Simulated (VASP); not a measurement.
# TiN (Fm-3m) in VASP: further runs, part 2 of 4

VASP 6.6.1. The steps go on from the part before.

## Step 3: Electric field gradients, PBE (volume scaled by 0.99)

INCAR

```
PREC = Accurate
ENCUT = 520
EDIFF = 1E-8
ISMEAR = -1
SIGMA = 0.05
LREAL = F
LASPH = T
NELM = 100
ALGO = Normal
ISIF = 2
LWAVE = F
LCHARG = F
GGA = PE
LEFG = T
NBANDS = 16
```

KPOINTS

```
regular mesh
0
Gamma
  13 13 13
```

POSCAR

```
TiN
1.0
    0.0000000000      2.1149029570      2.1149029570
    2.1149029570      0.0000000000      2.1149029570
    2.1149029570      2.1149029570      0.0000000000
Ti N
1 1
Direct
    0.0000000000      0.0000000000      0.0000000000
    0.5000000000      0.5000000000      0.5000000000
```

Potentials or basis: VASP PAW PBE potentials, release 64 (Ti_sv, N).

Run with:

```bash
$ cat potpaw_PBE.64/Ti_sv/POTCAR potpaw_PBE.64/N/POTCAR > POTCAR
$ mpirun -np 1 vasp_std > vasp.out
```

OUTCAR:

```text
PREC = Accurate
   ENCUT = 520
   EDIFF = 1E-8
   ISMEAR = -1
   LREAL = F
   LASPH = T
   NELM = 100
   ISIF = 2
   GGA = PE

 ion  position               nearest neighbor table
   1  0.000  0.000  0.000-   2 2.11   2 2.11   2 2.11   2 2.11   2 2.11   2 2.11
   2  0.500  0.500  0.500-   1 2.11   1 2.11   1 2.11   1 2.11   1 2.11   1 2.11

  LATTYP: Found a face centered cubic cell.
 ALAT       =     4.2298059140

  Lattice vectors:

 A1 = (   0.0000000000,   2.1149029570,   2.1149029570)
 A2 = (   2.1149029570,   0.0000000000,   2.1149029570)
 A3 = (   2.1149029570,   2.1149029570,   0.0000000000)

Analysis of symmetry for initial positions (statically):
=====================================================================
 Subroutine PRICEL returns:
 Original cell was already a primitive cell.

 Routine SETGRP: Setting up the symmetry group for a
 face centered cubic supercell.

 Subroutine GETGRP returns: Found 48 space group operations
 (whereof 48 operations were pure point group operations)
 out of a pool of 48 trial point group operations.

The static configuration has the point symmetry O_h .

Analysis of symmetry for dynamics (positions and initial velocities):
=====================================================================
 Subroutine PRICEL returns:
 Original cell was already a primitive cell.

 Routine SETGRP: Setting up the symmetry group for a
 face centered cubic supercell.

 Subroutine GETGRP returns: Found 48 space group operations
 (whereof 48 operations were pure point group operations)
 out of a pool of 48 trial point group operations.

The dynamic configuration has the point symmetry O_h .

 Subroutine INISYM returns: Found 48 space group operations
 (whereof 48 operations are pure point group operations),
[... 149 lines left out ...]

 k-point     1 :       0.0000    0.0000    0.0000
  band No.  band energies     occupation
      1     -46.2930      2.00000
      2     -22.2664      2.00000
      3     -22.2664      2.00000
      4     -22.2664      2.00000
      5      -5.5917      2.00000
      6       9.5072      2.00000
[... 433 lines left out ...]
      3     -22.3927      2.00000
      4     -22.3607      2.00000
      5      -3.4829      2.00000
      6       4.2430      2.00000
[... 8 lines left out ...]
     15      24.7842      0.00000
     16      25.9965      0.00000

 [... further k-points ...]
[... 5 lines left out ...]
  --------------------------------------------------------------------------------------
  -------------------------------------------------------------------------------------
  Total        0.4599550      0.4599550      0.4599550      0.0000000      0.0000000      0.0000000
  in kB       38.9515355     38.9515355     38.9515355      0.0000000      0.0000000      0.0000000
  external PRESSURE =      38.9515355 kB  Pullay stress =       0.0000000 kB

 VOLUME and BASIS-vectors are now :
 -----------------------------------------------------------------------------
  energy-cutoff  :      520.00
  volume of cell :       18.92
      direct lattice vectors                 reciprocal lattice vectors
     0.000000000  2.114902957  2.114902957    -0.236417467  0.236417467  0.236417467
     2.114902957  0.000000000  2.114902957     0.236417467 -0.236417467  0.236417467
     2.114902957  2.114902957  0.000000000     0.236417467  0.236417467 -0.236417467

 POSITION                                       TOTAL-FORCE (eV/Angst)
 -----------------------------------------------------------------------------------
      0.00000      0.00000      0.00000        -0.000000      0.000000      0.000000
      2.11490      2.11490      2.11490         0.000000     -0.000000     -0.000000
 -----------------------------------------------------------------------------------
    total drift:                                0.000000     -0.000000     -0.000000

  FREE ENERGIE OF THE ION-ELECTRON SYSTEM (eV)
  ---------------------------------------------------
  free  energy   TOTEN  =       -19.6385194957 eV

  energy  without entropy=      -19.6316942630  energy(sigma->0) =      -19.63510688

 Electric field gradients (V/A^2)
---------------------------------------------------------------------
 ion       V_xx      V_yy      V_zz      V_xy      V_xz      V_yz
---------------------------------------------------------------------
   1      -0.000     0.000    -0.000     0.001     0.001     0.001
   2       0.000     0.000     0.000    -0.001    -0.001    -0.001
---------------------------------------------------------------------

 Electric field gradients after diagonalization (V/A^2)
 (convention: |V_zz| > |V_xx| > |V_yy|)
----------------------------------------------------------------------
 ion       V_xx      V_yy      V_zz     asymmetry (V_yy - V_xx)/ V_zz
----------------------------------------------------------------------
   1      -0.001    -0.001     0.002       0.000
   2       0.001     0.001    -0.001       0.000
----------------------------------------------------------------------

           NMR quadrupolar parameters

 Cq : quadrupolar parameter    Cq=e*Q*V_zz/h
 eta: asymmetry parameters     (V_yy - V_xx)/ V_zz
 Q  : nuclear electric quadrupole moment in mb (millibarn)
----------------------------------------------------------------------
 ion       Cq(MHz)       eta       Q (mb)
----------------------------------------------------------------------
   1       0.000       0.000       1.000
   2      -0.000       0.000       1.000
----------------------------------------------------------------------
```

OSZICAR:

```text
N       E                     dE             d eps       ncg     rms          rms(c)
DAV:   1     0.133748817752E+03    0.13375E+03   -0.82131E+03  2688   0.126E+03
DAV:   2    -0.167027201592E+02   -0.15045E+03   -0.14120E+03  2904   0.348E+02
DAV:   3    -0.246329323266E+02   -0.79302E+01   -0.78545E+01  3560   0.821E+01
DAV:   4    -0.247942126757E+02   -0.16128E+00   -0.16110E+00  3200   0.113E+01
DAV:   5    -0.247977177114E+02   -0.35050E-02   -0.35049E-02  3240   0.148E+00    0.184E+01
DAV:   6    -0.200141696751E+02    0.47835E+01   -0.12906E+01  3512   0.536E+01    0.688E+00
DAV:   7    -0.196767388684E+02    0.33743E+00   -0.16328E+00  3184   0.160E+01    0.498E+00
DAV:   8    -0.198939477793E+02   -0.21721E+00   -0.10339E+00  3648   0.151E+01    0.604E+00
DAV:   9    -0.196487636139E+02    0.24518E+00   -0.33885E-01  3080   0.897E+00    0.158E+00
DAV:  10    -0.196415353082E+02    0.72283E-02   -0.31712E-02  3288   0.203E+00    0.414E-01
DAV:  11    -0.196385613344E+02    0.29740E-02   -0.46124E-03  3952   0.821E-01    0.164E-01
DAV:  12    -0.196385302414E+02    0.31093E-04   -0.38073E-04  3032   0.182E-01    0.484E-02
DAV:  13    -0.196385223367E+02    0.79048E-05   -0.66586E-05  3248   0.122E-01    0.172E-02
DAV:  14    -0.196385197170E+02    0.26196E-05   -0.65831E-06  3080   0.313E-02    0.914E-03
DAV:  15    -0.196385195091E+02    0.20797E-06   -0.11335E-06  3424   0.919E-03    0.505E-03
DAV:  16    -0.196385195035E+02    0.55556E-08   -0.16148E-07  3304   0.480E-03    0.309E-04
DAV:  17    -0.196385194957E+02    0.78028E-08   -0.27970E-09  2088   0.540E-04
   1 F= -.19638519E+02 E0= -.19635107E+02  d E =-.682523E-02
```

stdout:

```text
POSCAR found type information on POSCAR TiN
 POSCAR found :  2 types and       2 ions
 scaLAPACK will be used
 LDA part: xc-table for (Slater+PW92), standard interpolation
 POSCAR, INCAR and KPOINTS ok, starting setup
 FFT: planning ... GRIDC
 FFT: planning ... GRID_SOFT
 FFT: planning ... GRID
 WAVECAR not read
 entering main loop
ion   1

ion   2
```

Wall time 50 s (1 thread of Intel Xeon 8259CL, shared host); peak memory 0.15 GiB.

What came out:

| Quantity | Value |
| --- | --- |
| Free energy | -19.6385 eV |
| Pressure | 3.9 GPa |

Levels at points of the mesh, in eV from the Fermi level:
```
           k point  band 7  band 8  band 9  band 10  band 11  band 12
(0.00, 0.00, 0.00)   -2.09   -2.09   -0.65    -0.65    -0.65     0.55
```

Caveat: without QUAD_EFG the Cq values of the log hold for a quadrupole moment of 1 mb, not for the nuclei.

## Step 4: Electric field gradients, PBE (volume scaled by 1.01)

INCAR

```
SYSTEM = TiN
  ALGO = Normal
  EDIFF = 1E-8
  ENCUT = 520
  GGA = PE
  ISIF = 2
  ISMEAR = -1
  LASPH = .True.
  LCHARG = .False.
  LEFG = .True.
  LREAL = .False.
  LWAVE = .False.
  NBANDS = 16
  NELM = 60
  PREC = Accurate
  SIGMA = 0.05
```

KPOINTS

```
k-points
0
Gamma
  13 13 13
  0 0 0
```

POSCAR

```
TiN
1.0
    0.0000000000      2.1290498857      2.1290498857
    2.1290498857      0.0000000000      2.1290498857
    2.1290498857      2.1290498857      0.0000000000
Ti N
1 1
Direct
    0.0000000000      0.0000000000      0.0000000000
    0.5000000000      0.5000000000      0.5000000000
```

Potentials or basis: VASP PAW PBE potentials, release 64 (Ti_sv, N).

Run with:

```bash
$ cat potpaw_PBE.64/Ti_sv/POTCAR potpaw_PBE.64/N/POTCAR > POTCAR
$ mpirun -np 1 vasp_std > vasp.out
```

OUTCAR:

```text
SYSTEM = TiN
   EDIFF = 1E-8
   ENCUT = 520
   GGA = PE
   ISIF = 2
   ISMEAR = -1
   LASPH = .True.
   LREAL = .False.
   NELM = 60
   PREC = Accurate

 ion  position               nearest neighbor table
   1  0.000  0.000  0.000-   2 2.13   2 2.13   2 2.13   2 2.13   2 2.13   2 2.13
   2  0.500  0.500  0.500-   1 2.13   1 2.13   1 2.13   1 2.13   1 2.13   1 2.13

  LATTYP: Found a face centered cubic cell.
 ALAT       =     4.2580997714

  Lattice vectors:

 A1 = (   0.0000000000,   2.1290498857,   2.1290498857)
 A2 = (   2.1290498857,   0.0000000000,   2.1290498857)
 A3 = (   2.1290498857,   2.1290498857,   0.0000000000)

Analysis of symmetry for initial positions (statically):
=====================================================================
 Subroutine PRICEL returns:
 Original cell was already a primitive cell.

 Routine SETGRP: Setting up the symmetry group for a
 face centered cubic supercell.

 Subroutine GETGRP returns: Found 48 space group operations
 (whereof 48 operations were pure point group operations)
 out of a pool of 48 trial point group operations.

The static configuration has the point symmetry O_h .

Analysis of symmetry for dynamics (positions and initial velocities):
=====================================================================
 Subroutine PRICEL returns:
 Original cell was already a primitive cell.

 Routine SETGRP: Setting up the symmetry group for a
 face centered cubic supercell.

 Subroutine GETGRP returns: Found 48 space group operations
 (whereof 48 operations were pure point group operations)
 out of a pool of 48 trial point group operations.

The dynamic configuration has the point symmetry O_h .

 Subroutine INISYM returns: Found 48 space group operations
 (whereof 48 operations are pure point group operations),
 and found     1 'primitive' translations

----------------------------------------------------------------------------------------

                                     Primitive cell

  volume of cell :      19.3013

  direct lattice vectors                    reciprocal lattice vectors
     0.000000000  2.129049886  2.129049886    -0.234846540  0.234846540  0.234846540
     2.129049886  0.000000000  2.129049886     0.234846540 -0.234846540  0.234846540
     2.129049886  2.129049886  0.000000000     0.234846540  0.234846540 -0.234846540

  length of vectors
     3.010931223  3.010931223  3.010931223     0.406766140  0.406766140  0.406766140

  position of ions in fractional coordinates (direct lattice)
     0.000000000  0.000000000  0.000000000
     0.500000000  0.500000000  0.500000000

  ion indices of the primitive-cell ions
   primitive index   ion index
                 1           1
                 2           2

----------------------------------------------------------------------------------------

 KPOINTS: k-points

[... 67 lines left out ...]
   EDIFF  = 0.1E-07   stopping-criterion for ELM
   LREAL  =      F    real-space projection
   EDIFFG = 0.1E-06   stopping-criterion for IOM
   NSW    =      0    number of steps for IOM
   IBRION =     -1    ionic relax: 0-MD 1-quasi-New 2-CG
   NFREE  =      0    steps in history (QN), initial steepest desc. (CG)
   ISIF   =      2    stress and relaxation
   ISYM   =      2    0-nonsym 1-usesym 2-fastsym
   POTIM  = 0.5000    time-step for ionic-motion
   TEBEG  =    0.0;   TEEND  =   0.0 temperature during run
   PSTRESS=    0.0 pullay stress
   NELECT =      17.0000    total number of electrons
   NUPDOWN=      -1.0000    fix difference up-down
   EMIN   =  10.00;   EMAX   =-10.00  energy-range for DOS
   EFERMI =   0.00;   METHOD = LEGACY
   ISMEAR =    -1;   SIGMA  =   0.05  broadening in eV -4-tet -1-fermi 0-gaus
   EFERMI_NEDOS =   21; number of points for ismear=-14 and -15
   IALGO  =     38    algorithm
   IMIX   =      4    mixing-type and parameters
     AMIX     =   0.40;   BMIX     =  1.00
     AMIX_MAG =   1.60;   BMIX_MAG =  1.00
  volume/ion in A,a.u.               =       9.65        65.13
  Fermi-wavevector in a.u.,A,eV,Ry     =   1.569261  2.965474 33.505455  2.462581
  Thomas-Fermi vector in A             =   2.671170
   LORBIT       =      0    0 simple, 1 ext, 2 COOP (PROOUT), +10 PAW based schemes
   GGA     = PE    functional components
   LHFCALC =     F    Hartree Fock is set to
   AEXX    =    0.0000 exact exchange contribution
   IVDW    =     0    specifies the selected vdW correction
   LEPSILON=     F    determine dielectric tensor
   LRPA    =     F    only Hartree local field effects (RPA)
 non-spin polarized calculation
  energy-cutoff  :      520.00
  volume of cell :       19.30
 maximum number of plane-waves:       533
   NGX = 11   NGY = 11   NGZ = 11

 number of electron      17.0000003 magnetization

 Free energy of the ion-electron system (eV)
  ---------------------------------------------------
  ext. energy  EPLUGINS =         0.00000000
  ---------------------------------------------------
  free energy    TOTEN  =       -19.64134277 eV

  energy without entropy =      -19.63433859  energy(sigma->0) =      -19.63784068

 E-fermi :  11.3234     XC(G=0): -12.9560

 val. band max:       11.2309329641   @ k =  -0.1538   0.2308   0.0769
 cond. band min:      11.3422313977   @ k =  -0.1538   0.1538   0.0000
 fundamental gap:      0.1112984336
 Fermi energy:        11.3233511776

 k-point     1 :       0.0000    0.0000    0.0000
  band No.  band energies     occupation
      1     -46.5941      2.00000
      2     -22.5819      2.00000
      3     -22.5819      2.00000
      4     -22.5819      2.00000
      5      -5.7388      2.00000
      6       9.2629      2.00000
[... 433 lines left out ...]
      3     -22.6998      2.00000
      4     -22.6701      2.00000
      5      -3.6940      2.00000
      6       4.0803      2.00000
[... 8 lines left out ...]
     15      24.2707      0.00000
     16      25.4931      0.00000

 [... further k-points ...]
[... 5 lines left out ...]
  --------------------------------------------------------------------------------------
  -------------------------------------------------------------------------------------
  Total       -0.2064615     -0.2064615     -0.2064615      0.0000000      0.0000000      0.0000000
  in kB      -17.1380810    -17.1380810    -17.1380810      0.0000000      0.0000000      0.0000000
  external PRESSURE =     -17.1380810 kB  Pullay stress =       0.0000000 kB

 VOLUME and BASIS-vectors are now :
 -----------------------------------------------------------------------------
  energy-cutoff  :      520.00
  volume of cell :       19.30
      direct lattice vectors                 reciprocal lattice vectors
     0.000000000  2.129049886  2.129049886    -0.234846540  0.234846540  0.234846540
     2.129049886  0.000000000  2.129049886     0.234846540 -0.234846540  0.234846540
     2.129049886  2.129049886  0.000000000     0.234846540  0.234846540 -0.234846540

 POSITION                                       TOTAL-FORCE (eV/Angst)
 -----------------------------------------------------------------------------------
      0.00000      0.00000      0.00000         0.000000      0.000000      0.000000
      2.12905      2.12905      2.12905        -0.000000     -0.000000     -0.000000
 -----------------------------------------------------------------------------------
    total drift:                                0.000000     -0.000000     -0.000000

  FREE ENERGIE OF THE ION-ELECTRON SYSTEM (eV)
  ---------------------------------------------------
  free  energy   TOTEN  =       -19.6413427652 eV

  energy  without entropy=      -19.6343385886  energy(sigma->0) =      -19.63784068

 Electric field gradients (V/A^2)
---------------------------------------------------------------------
 ion       V_xx      V_yy      V_zz      V_xy      V_xz      V_yz
---------------------------------------------------------------------
   1      -0.000    -0.000    -0.000     0.001     0.001     0.001
   2       0.000    -0.000     0.000    -0.001    -0.001    -0.001
---------------------------------------------------------------------

 Electric field gradients after diagonalization (V/A^2)
 (convention: |V_zz| > |V_xx| > |V_yy|)
----------------------------------------------------------------------
 ion       V_xx      V_yy      V_zz     asymmetry (V_yy - V_xx)/ V_zz
----------------------------------------------------------------------
   1      -0.001    -0.001     0.002       0.000
   2       0.001     0.001    -0.001       0.000
----------------------------------------------------------------------

           NMR quadrupolar parameters

 Cq : quadrupolar parameter    Cq=e*Q*V_zz/h
 eta: asymmetry parameters     (V_yy - V_xx)/ V_zz
 Q  : nuclear electric quadrupole moment in mb (millibarn)
----------------------------------------------------------------------
 ion       Cq(MHz)       eta       Q (mb)
----------------------------------------------------------------------
   1       0.000       0.000       1.000
   2      -0.000       0.000       1.000
----------------------------------------------------------------------
```

OSZICAR:

```text
N       E                     dE             d eps       ncg     rms          rms(c)
DAV:   1     0.137350977871E+03    0.13735E+03   -0.83481E+03  2688   0.127E+03
DAV:   2    -0.163686851312E+02   -0.15372E+03   -0.14387E+03  2968   0.352E+02
DAV:   3    -0.246396403196E+02   -0.82710E+01   -0.82018E+01  3488   0.838E+01
DAV:   4    -0.248237023399E+02   -0.18406E+00   -0.18395E+00  3248   0.120E+01
DAV:   5    -0.248273486368E+02   -0.36463E-02   -0.36462E-02  3216   0.154E+00    0.179E+01
DAV:   6    -0.200486071364E+02    0.47787E+01   -0.13121E+01  3512   0.532E+01    0.687E+00
DAV:   7    -0.196853510465E+02    0.36326E+00   -0.17187E+00  3216   0.163E+01    0.480E+00
DAV:   8    -0.199379716688E+02   -0.25262E+00   -0.11536E+00  3560   0.159E+01    0.617E+00
DAV:   9    -0.196526074299E+02    0.28536E+00   -0.39580E-01  3040   0.957E+00    0.158E+00
DAV:  10    -0.196446596212E+02    0.79478E-02   -0.33249E-02  3264   0.206E+00    0.450E-01
DAV:  11    -0.196414159311E+02    0.32437E-02   -0.47675E-03  3944   0.859E-01    0.175E-01
DAV:  12    -0.196413489139E+02    0.67017E-04   -0.42031E-04  3112   0.198E-01    0.419E-02
DAV:  13    -0.196413449493E+02    0.39645E-05   -0.50525E-05  3536   0.952E-02    0.179E-02
DAV:  14    -0.196413430092E+02    0.19401E-05   -0.56295E-06  2960   0.265E-02    0.880E-03
DAV:  15    -0.196413428566E+02    0.15262E-06   -0.11744E-06  3584   0.134E-02    0.423E-03
DAV:  16    -0.196413427774E+02    0.79148E-07   -0.24688E-07  3472   0.747E-03    0.706E-04
DAV:  17    -0.196413427565E+02    0.20965E-07   -0.16121E-08  2712   0.861E-04    0.367E-04
DAV:  18    -0.196413427652E+02   -0.87011E-08   -0.20809E-09  1688   0.464E-04
   1 F= -.19641343E+02 E0= -.19637841E+02  d E =-.700418E-02
```

Run time: 50 s. Hardware: 1 thread of Intel Xeon 8259CL, shared host; peak memory 0.16 GiB.

Results:

| Property | Result |
| --- | --- |
| Free energy | -19.6413 eV |
| Pressure | -1.7 GPa |

Caveat: without QUAD_EFG the Cq values of the log hold for a quadrupole moment of 1 mb, not for the nuclei.

(Continued in part 3 of 4.)
